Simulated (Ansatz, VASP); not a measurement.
## One calculation of BP, two programs

File POSCAR:

```
BP
1.0
    0.0000000000      2.2383340787      2.2383340787
    2.2383340787      0.0000000000      2.2383340787
    2.2383340787      2.2383340787      0.0000000000
P B
1 1
Direct
    0.7500000000      0.7500000000      0.7500000000
    0.0000000000      0.0000000000      0.0000000000
```

INCAR.step1

```
PREC = Accurate
ENCUT = 520
EDIFF = 1E-5
ISMEAR = -1
SIGMA = 0.05
LREAL = False
LASPH = True
NELM = 80
ALGO = Normal
ISIF = 2
LWAVE = True
LCHARG = False
NBANDS = 11
GGA = PE
```

INCAR.step2

```
PREC = Accurate
ENCUT = 520
EDIFF = 1E-7
ISMEAR = -1
SIGMA = 0.05
LREAL = False
LASPH = True
NELM = 80
ALGO = Normal
ISIF = 2
LWAVE = False
LCHARG = False
GGA = PE
LHFCALC = True
AEXX = 1.0
ALDAC = 0.0
AGGAC = 0.0
PRECFOCK = Normal
NBANDS = 11
ISTART = 1
```

The input KPOINTS:

```
regular mesh
0
Gamma
  5 5 5
```

File input.yaml:

```yaml
crystal:
  lattice:
    - [0.0, 2.2383340787, 2.2383340787]
    - [2.2383340787, 0.0, 2.2383340787]
    - [2.2383340787, 2.2383340787, 0.0]
  atoms:
    - { symbol: P, position: [0.75, 0.75, 0.75] }
    - { symbol: B, position: [0.0, 0.0, 0.0] }
hamiltonian:
  xc: hf
  pseudopotentials: { kind: paw }
kpoints:
  mp_grid: { grid: [5, 5, 5] }
scf:
  occupations: { method: fermi_dirac, width: 0.05 }
output:
  forces: true
  stress: true
  eigenvalues: true
  write_density: true
  write_potential: true
  elf: true
  volumetric_format: npy
```

Alike in both runs: task single point; functional HF; k mesh 5 × 5 × 5; occupations fermi-dirac, width 0.05 eV; no spin polarisation.

|  | VASP | Ansatz |
| --- | --- | --- |
| version | VASP 6.6.1 | Ansatz 0.2.0 |
| potentials or method | VASP PAW PBE potentials, release 64 (P, B) | Ansatz PAW |
| plane-wave cutoff (eV) | 520 | 420 |
| valence electrons in the cell | 8 | 8 |

```tsv
	VASP	Ansatz	Ansatz less VASP
gap on the k mesh at the Fermi level (eV)	8.04	7.90	-0.148
least direct gap on the mesh (eV)	11.05	10.88	-0.166
pressure (GPa)	12.2	14.4	+2.24
```

VASP's potentials were made for PBE, not for HF.

The k mesh is coarse, so the values compare programs but aren't converged. Noted on Ansatz's run: odd divisions of the mesh miss points on the zone boundary, where band edges often lie, so the gap on the mesh can be too wide.
